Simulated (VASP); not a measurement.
Input of a VASP 6.6.1 run:

POSCAR

```
KF
1.0
    0.0000000000      2.6589605792      2.6589605792
    2.6589605792      0.0000000000      2.6589605792
    2.6589605792      2.6589605792      0.0000000000
K F
1 1
Direct
    0.0000000000      0.0000000000      0.0000000000
    0.5000000000      0.5000000000      0.5000000000
```

Contents of INCAR.step1:

```
SYSTEM = KF
PREC     = Accurate       ! precision mode
ENCUT    = 520            ! plane-wave cutoff, eV
EDIFF    = 1E-5           ! SCF threshold, eV
ISMEAR   = 0              ! smearing method
SIGMA    = 0.01           ! smearing width, eV
LREAL    = .False.        ! projectors in reciprocal space
LASPH    = .True.         ! aspherical terms in the spheres
NELM     = 60             ! most SCF steps
ALGO     = Normal         ! electronic algorithm
ISIF     = 2              ! what is computed and relaxed
LWAVE    = .True.         ! write WAVECAR
GGA      = PE             ! functional
NBANDS   = 15             ! bands
```

File INCAR.step2:

```
SYSTEM = KF
PREC     = Accurate       ! precision mode
ENCUT    = 520            ! plane-wave cutoff, eV
EDIFF    = 1E-6           ! SCF threshold, eV
ISMEAR   = 0              ! smearing method
SIGMA    = 0.01           ! smearing width, eV
LREAL    = .False.        ! projectors in reciprocal space
LASPH    = .True.         ! aspherical terms in the spheres
NELM     = 60             ! most SCF steps
ALGO     = Normal         ! electronic algorithm
ISIF     = 2              ! what is computed and relaxed
LWAVE    = .False.        ! write WAVECAR
LCHARG   = .True.         ! write CHGCAR
GGA      = PE             ! functional
LHFCALC  = .True.         ! exact exchange
AEXX     = 0.75           ! exact-exchange fraction
HFSCREEN = 0.5            ! screening, 1/A
PRECFOCK = Normal       
LELF     = .True.         ! ELF
LVHAR    = .True.       
ISTART   = 1            
NBANDS   = 15             ! bands
```

KPOINTS

```
regular mesh
0
Gamma
  4 4 4
  0 0 0
```

Potentials or basis: VASP PAW PBE potentials, release 64 (K_sv, F).

Launch:

```sh
$ cat potpaw_PBE.64/K_sv/POTCAR potpaw_PBE.64/F/POTCAR > POTCAR
$ cp INCAR.step1 INCAR
$ mpirun -np 1 vasp_std > vasp.out
$ cp INCAR.step2 INCAR
$ mpirun -np 1 vasp_std > vasp.out
```

(1) Estimate the band gap on the k mesh.

(2) What does it give for the pressure?

## Answers

(1) 10.15 eV.

(2) -0.7 GPa.

Caveat: the k points lie up to 0.51 Å⁻¹ apart; the PAW data sets were made with another functional, which shifts forces and pressure a little.
